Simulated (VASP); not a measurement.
# MgO (Cm) in VASP: notebook

MgO is run at these levels: PBEsol; tasks: single point.

All numbers are computed with VASP 6.6.1; they aren't measurements. Logs are shortened: lines on timing, memory, paths and dates and some standing lists are left out, and cuts for length are marked.

## Step 1: The cell of the first run

Symmetry: Cm, No. 8, monoclinic system. Conventional cell: a = 5.961 Å, b = 5.961 Å, c = 4.215 Å, α = 90.00°, β = 90.00°, γ = 90.00°. Mg (site symmetry m) has 3 O at 1.59 to 2.03 Å within 2.1 Å. Mg (site symmetry m) has 6 O at 2.11 Å within 2.8 Å. Within 2.8 Å of Mg (site symmetry 1) lie 6 O at 2.11 Å and 2 Mg at 2.52 to 2.76 Å. Within 2.7 Å of O (site symmetry 1) lie 6 Mg at 2.03 to 2.32 Å. Within 2.1 Å of O (site symmetry m) lie 1 Mg at 1.59 Å. O (site symmetry m) has 6 Mg at 2.11 Å within 2.8 Å.

## Step 2: Single point, PBEsol (atom 1 (Mg) moved by -0.212 Å along [1 1 0] and -0.530 Å along [0 0 1])

The input, INCAR:

```
SYSTEM = MgO
PREC     = Accurate       ! precision mode
ENCUT    = 520            ! plane-wave cutoff, eV
EDIFF    = 1E-6           ! SCF threshold, eV
ISMEAR   = 0              ! smearing method
SIGMA    = 0.05           ! smearing width, eV
LREAL    = .FALSE.        ! projectors in reciprocal space
LASPH    = .TRUE.         ! aspherical terms in the spheres
NELM     = 100            ! most SCF steps
ALGO     = Normal         ! electronic algorithm
ISIF     = 2              ! what is computed and relaxed
LWAVE    = .FALSE.        ! write WAVECAR
LCHARG   = .TRUE.         ! write CHGCAR
GGA      = PS             ! functional
LELF     = .TRUE.         ! ELF
LVHAR    = .TRUE.       
NBANDS   = 26             ! bands
```

The input, KPOINTS:

```
regular mesh
0
G
  6 6 6
  0 0 0
```

The input, POSCAR:

```
MgO
1.0
    4.2149416169      0.0000000000      0.0000000000
    0.0000000000     -4.2149416169      0.0000000000
    0.0000000000      0.0000000000     -4.2149416169
Mg O
4 4
Direct
   -0.0355655312      0.0355655312      0.1257431415
    0.5000000000      0.5000000000      0.0000000000
    0.5000000000      0.0000000000      0.5000000000
    0.0000000000      0.5000000000      0.5000000000
    0.5000000000      0.0000000000      0.0000000000
    0.0000000000      0.5000000000      0.0000000000
    0.0000000000      0.0000000000      0.5000000000
    0.5000000000      0.5000000000      0.5000000000
```

Potentials or basis: VASP PAW PBE potentials, release 64 (Mg, O).

Launch:

```
$ cat potpaw_PBE.64/Mg/POTCAR potpaw_PBE.64/O/POTCAR > POTCAR
$ mpirun -np 1 vasp_std > vasp.out
```

OUTCAR:

```text
SYSTEM = MgO
   PREC = Accurate
   ENCUT = 520
   EDIFF = 1E-6
   ISMEAR = 0
   LREAL = .FALSE.
   LASPH = .TRUE.
   NELM = 100
   ISIF = 2
   GGA = PS

 ion  position               nearest neighbor table
   1  0.964  0.036  0.126-   7 1.59   6 2.03   5 2.03   5 2.32   6 2.32   3 2.52   4 2.52   7 2.65
                             4 2.76   3 2.76   2 2.82   2 3.03   2 3.03   2 3.24   3 3.29   4 3.29
   2  0.500  0.500  0.000-   5 2.11   6 2.11   8 2.11   8 2.11   5 2.11   6 2.11   1 2.82   4 2.98
                             4 2.98   3 2.98   3 2.98   3 2.98   4 2.98   3 2.98   4 2.98   1 3.03
   3  0.500  0.000  0.500-   5 2.11   7 2.11   8 2.11   5 2.11   8 2.11   7 2.11   1 2.52   1 2.76
                             2 2.98   4 2.98   2 2.98   2 2.98   2 2.98   4 2.98   4 2.98   4 2.98
   4  0.000  0.500  0.500-   6 2.11   7 2.11   8 2.11   6 2.11   7 2.11   8 2.11   1 2.52   1 2.76
                             3 2.98   3 2.98   2 2.98   2 2.98   3 2.98   2 2.98   2 2.98   3 2.98
   5  0.500  0.000  0.000-   1 2.03   2 2.11   3 2.11   3 2.11   2 2.11   1 2.32
   6  0.000  0.500  0.000-   1 2.03   2 2.11   4 2.11   4 2.11   2 2.11   1 2.32
   7  0.000  0.000  0.500-   1 1.59   3 2.11   4 2.11   4 2.11   3 2.11   1 2.65
   8  0.500  0.500  0.500-   2 2.11   3 2.11   4 2.11   2 2.11   3 2.11   4 2.11

  LATTYP: Found a simple cubic cell.
 ALAT       =     4.2149416169

  Lattice vectors:

 A1 = (   4.2149416169,   0.0000000000,   0.0000000000)
 A2 = (   0.0000000000,  -4.2149416169,   0.0000000000)
 A3 = (   0.0000000000,   0.0000000000,  -4.2149416169)

Analysis of symmetry for initial positions (statically):
=====================================================================
 Subroutine PRICEL returns:
 Original cell was already a primitive cell.

 Routine SETGRP: Setting up the symmetry group for a
 simple cubic supercell.

 Subroutine GETGRP returns: Found  2 space group operations
 (whereof  2 operations were pure point group operations)
 out of a pool of 48 trial point group operations.

The static configuration has the point symmetry C_1h.

Analysis of symmetry for dynamics (positions and initial velocities):
=====================================================================
 Subroutine PRICEL returns:
 Original cell was already a primitive cell.

 Routine SETGRP: Setting up the symmetry group for a
 simple cubic supercell.

 Subroutine GETGRP returns: Found  2 space group operations
 (whereof  2 operations were pure point group operations)
 out of a pool of 48 trial point group operations.

The dynamic configuration has the point symmetry C_1h.

 Subroutine INISYM returns: Found  2 space group operations
[... 111 lines left out ...]
   EDIFFG = 0.1E-04   stopping-criterion for IOM
   NSW    =      0    number of steps for IOM
   IBRION =     -1    ionic relax: 0-MD 1-quasi-New 2-CG
   NFREE  =      0    steps in history (QN), initial steepest desc. (CG)
   ISIF   =      2    stress and relaxation
   ISYM   =      2    0-nonsym 1-usesym 2-fastsym
   POTIM  = 0.5000    time-step for ionic-motion
   TEBEG  =    0.0;   TEEND  =   0.0 temperature during run
   PSTRESS=    0.0 pullay stress
   NELECT =      32.0000    total number of electrons
   NUPDOWN=      -1.0000    fix difference up-down
   EMIN   =  10.00;   EMAX   =-10.00  energy-range for DOS
   EFERMI =   0.00;   METHOD = LEGACY
   ISMEAR =     0;   SIGMA  =   0.05  broadening in eV -4-tet -1-fermi 0-gaus
   EFERMI_NEDOS =   21; number of points for ismear=-14 and -15
   IALGO  =     38    algorithm
   IMIX   =      4    mixing-type and parameters
     AMIX     =   0.40;   BMIX     =  1.00
     AMIX_MAG =   1.60;   BMIX_MAG =  1.00
  volume/ion in A,a.u.               =       9.36        63.17
  Fermi-wavevector in a.u.,A,eV,Ry     =   1.233105  2.330230 20.688298  1.520547
  Thomas-Fermi vector in A             =   2.367848
   LORBIT       =      0    0 simple, 1 ext, 2 COOP (PROOUT), +10 PAW based schemes
   GGA     = PS    functional components
   LHFCALC =     F    Hartree Fock is set to
   AEXX    =    0.0000 exact exchange contribution
   IVDW    =     0    specifies the selected vdW correction
   LEPSILON=     F    determine dielectric tensor
   LRPA    =     F    only Hartree local field effects (RPA)
 non-spin polarized calculation
 Gauss-broadening in eV      SIGMA  =   0.05
  energy-cutoff  :      520.00
  volume of cell :       74.88
 maximum number of plane-waves:      2040
   NGX = 15   NGY = 15   NGZ = 15

 number of electron      31.9999986 magnetization

 Free energy of the ion-electron system (eV)
  ---------------------------------------------------
  ext. energy  EPLUGINS =         0.00000000
  ---------------------------------------------------
  free energy    TOTEN  =       -47.64396536 eV

  energy without entropy =      -47.64396536  energy(sigma->0) =      -47.64396536

 E-fermi :   3.2765     XC(G=0): -11.2607

 val. band max:        3.0322181001   @ k =   0.0000   0.0000   0.0000
 cond. band min:       7.5287755390   @ k =   0.0000   0.0000   0.0000
 fundamental gap:      4.4965574389
 Fermi energy:         3.2764511470

 k-point     1 :       0.0000    0.0000    0.0000
  band No.  band energies     occupation
      1     -14.2463      2.00000
      2     -12.9110      2.00000
      3     -12.5886      2.00000
      4     -12.4178      2.00000
      5      -1.1809      2.00000
      6      -1.1525      2.00000
[... 685 lines left out ...]
     25      15.4260      0.00000
     26      16.2772      0.00000

 [... further k-points ...]
[... 5 lines left out ...]
  --------------------------------------------------------------------------------------
  -------------------------------------------------------------------------------------
  Total        1.0516960      1.0516960     14.4959488      0.0268946     -0.9130262     -0.9130258
  in kB       22.5022594     22.5022594    310.1576786      0.5754415    -19.5352565    -19.5352478
  external PRESSURE =     118.3873992 kB  Pullay stress =       0.0000000 kB

 VOLUME and BASIS-vectors are now :
 -----------------------------------------------------------------------------
  energy-cutoff  :      520.00
  volume of cell :       74.88
      direct lattice vectors                 reciprocal lattice vectors
     4.214941617  0.000000000  0.000000000     0.237251210  0.000000000  0.000000000
     0.000000000 -4.214941617  0.000000000     0.000000000 -0.237251210  0.000000000
     0.000000000  0.000000000 -4.214941617     0.000000000  0.000000000 -0.237251210

 POSITION                                       TOTAL-FORCE (eV/Angst)
 -----------------------------------------------------------------------------------
      4.06503     -0.14991     -0.53000         0.513018      0.513018     12.292135
      2.10747     -2.10747      0.00000        -0.348923     -0.348923      0.374610
      2.10747      0.00000     -2.10747        -0.660378      0.181109     -1.449468
      0.00000     -2.10747     -2.10747         0.181109     -0.660378     -1.449468
      2.10747      0.00000      0.00000        -0.116087     -0.202155     -0.820113
      0.00000     -2.10747      0.00000        -0.202155     -0.116087     -0.820113
      0.00000      0.00000     -2.10747         0.558124      0.558124     -8.285299
      2.10747     -2.10747     -2.10747         0.075292      0.075292      0.157717
 -----------------------------------------------------------------------------------
    total drift:                                0.000146      0.000147     -0.000965

  FREE ENERGIE OF THE ION-ELECTRON SYSTEM (eV)
  ---------------------------------------------------
  free  energy   TOTEN  =       -47.6439653611 eV

  energy  without entropy=      -47.6439653611  energy(sigma->0) =      -47.64396536
```

stdout:

```text
POSCAR found type information on POSCAR MgO
 POSCAR found :  2 types and       8 ions
 scaLAPACK will be used
 -----------------------------------------------------------------------------
|                                                                             |
|                                                                             |
|     You enforced a specific xc type in the INCAR file but a different       |
|     I HOPE YOU KNOW WHAT YOU ARE DOING!                                     |
|                                                                             |
 -----------------------------------------------------------------------------

 LDA part: xc-table for (Slater+PW92), standard interpolation
 POSCAR, INCAR and KPOINTS ok, starting setup
 FFT: planning ... GRIDC
 FFT: planning ... GRID_SOFT
 FFT: planning ... GRID
 WAVECAR not read
 entering main loop
```

Run time: 36 s. Hardware: 1 thread of Intel Xeon 6975P-C (Granite Rapids), shared host; peak memory 0.23 GiB.

Results:

```
Free energy            : -47.6440 eV
Pressure               : 11.8 GPa
Largest force          : 12.314 eV/Å
Band gap on the k mesh : 4.50 eV, direct
```

Forces on the atoms (eV/Å):
```
Mg   0.513  0.513 12.292
Mg  -0.349 -0.349  0.375
Mg  -0.660  0.181 -1.449
Mg   0.181 -0.660 -1.449
O   -0.116 -0.202 -0.820
O   -0.202 -0.116 -0.820
O    0.558  0.558 -8.285
O    0.075  0.075  0.158
```

Caveat: the cell differs from its parent crystal (atom 1 (Mg) moved by -0.212 Å along [1 1 0] and -0.530 Å along [0 0 1]); the PAW data sets were made with another functional, which shifts forces and pressure a little.

## Step 3: Single point, PBEsol (atom 1 (Mg) moved by -0.424 Å along [1 1 0] and -0.530 Å along [0 0 1])

The input, INCAR:

```
ALGO = Normal ; EDIFF = 1E-7
ENCUT = 520 ; GGA = PS
ISIF = 2 ; ISMEAR = 0
LASPH = True ; LCHARG = False
LREAL = False ; LWAVE = False
NBANDS = 26 ; NELM = 100
PREC = Accurate ; SIGMA = 0.05
```

The input, KPOINTS:

```
k-points
0
Gamma
  6 6 6
```

POSCAR, as its differences from that of step 2:

```diff
@@ -8,3 +8,3 @@
 Direct
-   -0.0355655312      0.0355655312      0.1257431415
+   -0.0711310624      0.0711310624      0.1257431415
     0.5000000000      0.5000000000      0.0000000000
```

Potentials or basis: VASP PAW PBE potentials, release 64 (Mg, O).

Launch:

```
$ cat potpaw_PBE.64/Mg/POTCAR potpaw_PBE.64/O/POTCAR > POTCAR
$ mpirun -np 1 vasp_std > vasp.out
```

OUTCAR:

```text
EDIFF = 1E-7
   ENCUT = 520
   GGA = PS
   ISIF = 2
   ISMEAR = 0
   LASPH = True
   LREAL = False
   NELM = 100
   PREC = Accurate

 ion  position               nearest neighbor table
   1  0.929  0.071  0.126-   7 1.63   6 1.91   5 1.91   4 2.42   3 2.42   5 2.48   6 2.48   2 2.61
                             7 2.67   4 2.89   3 2.89   2 3.06   2 3.06   3 3.21   4 3.21   2 3.45
   2  0.500  0.500  0.000-   5 2.11   6 2.11   8 2.11   8 2.11   5 2.11   6 2.11   1 2.61   4 2.98
                             4 2.98   3 2.98   3 2.98   3 2.98   4 2.98   3 2.98   4 2.98   1 3.06
   3  0.500  0.000  0.500-   5 2.11   7 2.11   8 2.11   5 2.11   8 2.11   7 2.11   1 2.42   1 2.89
                             2 2.98   4 2.98   2 2.98   2 2.98   2 2.98   4 2.98   4 2.98   4 2.98
   4  0.000  0.500  0.500-   6 2.11   7 2.11   8 2.11   6 2.11   7 2.11   8 2.11   1 2.42   1 2.89
                             3 2.98   3 2.98   2 2.98   2 2.98   3 2.98   2 2.98   2 2.98   3 2.98
   5  0.500  0.000  0.000-   1 1.91   2 2.11   3 2.11   3 2.11   2 2.11   1 2.48
   6  0.000  0.500  0.000-   1 1.91   2 2.11   4 2.11   4 2.11   2 2.11   1 2.48
   7  0.000  0.000  0.500-   1 1.63   3 2.11   4 2.11   4 2.11   3 2.11   1 2.67
   8  0.500  0.500  0.500-   2 2.11   3 2.11   4 2.11   2 2.11   3 2.11   4 2.11

  LATTYP: Found a simple cubic cell.
[... 198 lines left out ...]
 fundamental gap:      4.4410733037
 Fermi energy:         3.3041351491

 k-point     1 :       0.0000    0.0000    0.0000
  band No.  band energies     occupation
      1     -14.2586      2.00000
      2     -12.8797      2.00000
      3     -12.6479      2.00000
      4     -12.4906      2.00000
      5      -1.2220      2.00000
      6      -1.1134      2.00000
[... 685 lines left out ...]
     25      15.4760      0.00000
     26      16.1385      0.00000

 [... further k-points ...]
[... 5 lines left out ...]
  --------------------------------------------------------------------------------------
  -------------------------------------------------------------------------------------
  Total        3.2663546      3.2663546     12.1320118     -0.1666101     -1.5583245     -1.5583223
  in kB       69.8874538     69.8874538    259.5784980     -3.5648173    -33.3421651    -33.3421175
  external PRESSURE =     133.1178019 kB  Pullay stress =       0.0000000 kB

 VOLUME and BASIS-vectors are now :
 -----------------------------------------------------------------------------
  energy-cutoff  :      520.00
  volume of cell :       74.88
      direct lattice vectors                 reciprocal lattice vectors
     4.214941617  0.000000000  0.000000000     0.237251210  0.000000000  0.000000000
     0.000000000 -4.214941617  0.000000000     0.000000000 -0.237251210  0.000000000
     0.000000000  0.000000000 -4.214941617     0.000000000  0.000000000 -0.237251210

 POSITION                                       TOTAL-FORCE (eV/Angst)
 -----------------------------------------------------------------------------------
      3.91513     -0.29981     -0.53000         1.629719      1.629719      9.931573
      2.10747     -2.10747      0.00000        -0.811465     -0.811465      0.473872
      2.10747      0.00000     -2.10747        -1.280536      0.402363     -1.627679
      0.00000     -2.10747     -2.10747         0.402363     -1.280536     -1.627679
      2.10747      0.00000      0.00000        -0.572275     -0.292968     -0.599540
      0.00000     -2.10747      0.00000        -0.292968     -0.572275     -0.599540
      0.00000      0.00000     -2.10747         0.750987      0.750987     -6.160967
      2.10747     -2.10747     -2.10747         0.174174      0.174174      0.209961
 -----------------------------------------------------------------------------------
    total drift:                                0.000266      0.000266      0.000022

  FREE ENERGIE OF THE ION-ELECTRON SYSTEM (eV)
  ---------------------------------------------------
  free  energy   TOTEN  =       -47.3427996791 eV

  energy  without entropy=      -47.3427996791  energy(sigma->0) =      -47.34279968
```

OSZICAR:

```text
N       E                     dE             d eps       ncg     rms          rms(c)
DAV:   1     0.147870336747E+03    0.14787E+03   -0.15631E+04  3536   0.112E+03
DAV:   2    -0.439060831452E+02   -0.19178E+03   -0.18258E+03  4720   0.247E+02
DAV:   3    -0.534580558781E+02   -0.95520E+01   -0.95092E+01  4524   0.554E+01
DAV:   4    -0.535108819952E+02   -0.52826E-01   -0.52803E-01  3992   0.474E+00
DAV:   5    -0.535111290643E+02   -0.24707E-03   -0.24705E-03  4220   0.326E-01    0.140E+01
DAV:   6    -0.475208844020E+02    0.59902E+01   -0.18571E+01  3696   0.269E+01    0.447E+00
DAV:   7    -0.474108211049E+02    0.11006E+00   -0.31489E-01  3632   0.403E+00    0.273E+00
DAV:   8    -0.473448704234E+02    0.65951E-01   -0.11978E-01  4140   0.318E+00    0.406E-01
DAV:   9    -0.473427517466E+02    0.21187E-02   -0.95844E-03  4314   0.711E-01    0.168E-01
DAV:  10    -0.473427673124E+02   -0.15566E-04   -0.19302E-03  4060   0.295E-01    0.735E-02
DAV:  11    -0.473427928701E+02   -0.25558E-04   -0.21524E-04  4210   0.129E-01    0.190E-02
DAV:  12    -0.473427997192E+02   -0.68491E-05   -0.43331E-05  3854   0.468E-02    0.109E-02
DAV:  13    -0.473427995967E+02    0.12249E-06   -0.37536E-06  4406   0.172E-02    0.346E-03
DAV:  14    -0.473427996791E+02   -0.82410E-07   -0.96519E-07  4296   0.952E-03
   1 F= -.47342800E+02 E0= -.47342800E+02  d E =-.123860E-13
```

stdout:

```text
POSCAR found type information on POSCAR MgO
 POSCAR found :  2 types and       8 ions
 scaLAPACK will be used
 -----------------------------------------------------------------------------
|                                                                             |
|                                                                             |
|     You enforced a specific xc type in the INCAR file but a different       |
|     I HOPE YOU KNOW WHAT YOU ARE DOING!                                     |
|                                                                             |
 -----------------------------------------------------------------------------

 LDA part: xc-table for (Slater+PW92), standard interpolation
 POSCAR, INCAR and KPOINTS ok, starting setup
 FFT: planning ... GRIDC
 FFT: planning ... GRID_SOFT
 FFT: planning ... GRID
 WAVECAR not read
 entering main loop
```

It took 37 s on 1 thread of Intel Xeon 6975P-C (Granite Rapids), shared host; peak memory 0.23 GiB.

What came out:

```yaml
Free_energy: -47.3428 eV
Pressure: 13.3 GPa
Largest_force: 10.195 eV/Å
Band_gap_on_the_k_mesh: 4.44 eV, direct
```

Forces on the atoms (eV/Å):
```
Mg   1.630  1.630  9.932
Mg  -0.811 -0.811  0.474
Mg  -1.281  0.402 -1.628
Mg   0.402 -1.281 -1.628
O   -0.572 -0.293 -0.600
O   -0.293 -0.572 -0.600
O    0.751  0.751 -6.161
O    0.174  0.174  0.210
```

Caveat: the cell differs from its parent crystal (atom 1 (Mg) moved by -0.424 Å along [1 1 0] and -0.530 Å along [0 0 1]); the PAW data sets were made with another functional, which shifts forces and pressure a little.

(Continued in part 2 of 2.)
